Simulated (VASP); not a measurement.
Runs of VASP 6.6.1 on Si. The structure is that of space group Fd-3m (No. 227), or close to it. The cells are those of the table. 

```csv
task,level,cell,k mesh,cutoff (eV),grid for exact exchange (PRECFOCK),share of exact exchange,screening parameter,gap on the mesh (eV),pressure (GPa),relaxed volume (Å³/atom)
relaxation of cell and atoms,PBEsol,"relaxed from a = 3.840 Å, angles 60.0°, 2 atoms",9 × 9 × 9,600,-,-,-,0.47,0.0,20.08
relaxation of cell and atoms,r2SCAN,"relaxed from a = 3.840 Å, angles 60.0°, 2 atoms",9 × 9 × 9,600,-,-,-,0.80,0.0,(b)
relaxation of cell and atoms,PBE,"relaxed from a = 3.840 Å, angles 60.0°, 2 atoms",9 × 9 × 9,600,-,-,-,0.62,0.0,20.44
single point,r2SCAN,"a = 3.849 Å, angles 60.0°, 2 atoms",9 × 9 × 9,520,-,-,-,0.80,-0.2,-
single point,PBEsol,"a = 3.842 Å, angles 60.0°, 2 atoms",9 × 9 × 9,520,-,-,-,0.47,0.2,-
single point,HSE06,"a = 3.868 Å, angles 60.0°, 2 atoms",6 × 6 × 6,520,Normal,0.25,0.2079 1/Å,1.33,(a),-
single point,PBE,"a = 3.868 Å, angles 60.0°, 2 atoms",9 × 9 × 9,520,-,-,-,0.62,0.0,-
```

Alike in all rows: potentials or basis VASP PAW PBE potentials, release 64 (Si); no spin polarisation; smearing fermi-dirac 0.01 eV.

Fill in the values left out.

(a) -1.8; (b) 20.12.

Caveats: an odd mesh through Γ misses points on the zone boundary, where band edges can lie (at least some runs); the PAW data sets were made with another functional, which shifts forces and pressure a little (at least some runs).
